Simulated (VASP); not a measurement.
The system is Na2Cl.

```xyz
3
Lattice="1.9674 1.1359 6.7291 -1.9674 1.1359 6.7291 0.0000 -2.2717 6.7291" Properties=species:S:1:pos:R:3 pbc="T T T"
Na    0.0000    0.0000   15.1621
Na    0.0000    0.0000    5.0251
Cl    0.0000    0.0000    0.0000
```

Base run:

| Quantity | Value |
| --- | --- |
| Program | VASP 6.6.1 |
| Functional | PBEsol |
| Potentials or basis | VASP PAW PBE potentials, release 64 (Na_pv, Cl) |
| Cutoff | 520 eV |
| k mesh | 8 × 8 × 8 |
| Occupations | methfessel-paxton, width 0.1 eV |
| Spin | no spin polarisation |

Its results: band gap on the k mesh zero (an odd number of electrons rules out a gap without spin polarisation); pressure -0.6 GPa; largest force 0.008 eV/Å.

**Question.** The run is repeated on the same cell with these changes: functional from PBEsol to BLYP. What comes out?

**Answer.** Band gap on the k mesh zero (an odd number of electrons rules out a gap without spin polarisation); pressure 0.3 GPa; largest force 0.091 eV/Å.

BLYP binds less tightly than PBEsol, so the same cell stands under more pressure.

Caveats: the PAW data sets were made with another functional, which shifts forces and pressure a little; an odd number of electrons without spin polarisation forces a metal; a magnetic or distorted state may lie lower.
